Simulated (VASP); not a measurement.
InP:

```
CELL_PARAMETERS angstrom
0.00000 2.73141 2.73141
2.73141 0.00000 2.73141
2.73141 2.73141 0.00000
ATOMIC_POSITIONS crystal
In 0.00000 0.00000 0.00000
P 0.50000 0.50000 0.50000
```

This cell differs from its parent crystal: volume scaled by 0.96.

Base run:

| Quantity | Value |
| --- | --- |
| Program | VASP 6.6.1 |
| Functional | PBE |
| Potentials or basis | VASP PAW PBE potentials, release 64 (In_d, P) |
| Cutoff | 520 eV |
| k mesh | 8 × 8 × 8 |
| Occupations | fermi-dirac, width 0.05 eV |
| Spin | no spin polarisation |

Its results: band gap on the k mesh zero (band 9 reaches 7.87 eV, above the bottom of band 10 at 5.09 eV); pressure 3.2 GPa.

**Question.** The run is repeated on the same cell with these changes: functional from PBE to PBEsol. What comes out?

**Answer.** Band gap on the k mesh zero (band 9 reaches 7.77 eV, above the bottom of band 10 at 4.96 eV); pressure -0.3 GPa.

PBEsol binds more tightly than PBE, so the same cell stands under less pressure.

Caveats: spin-orbit coupling is left out, which moves the levels of the heavy elements; the PAW data sets were made with another functional, which shifts forces and pressure a little (some runs).
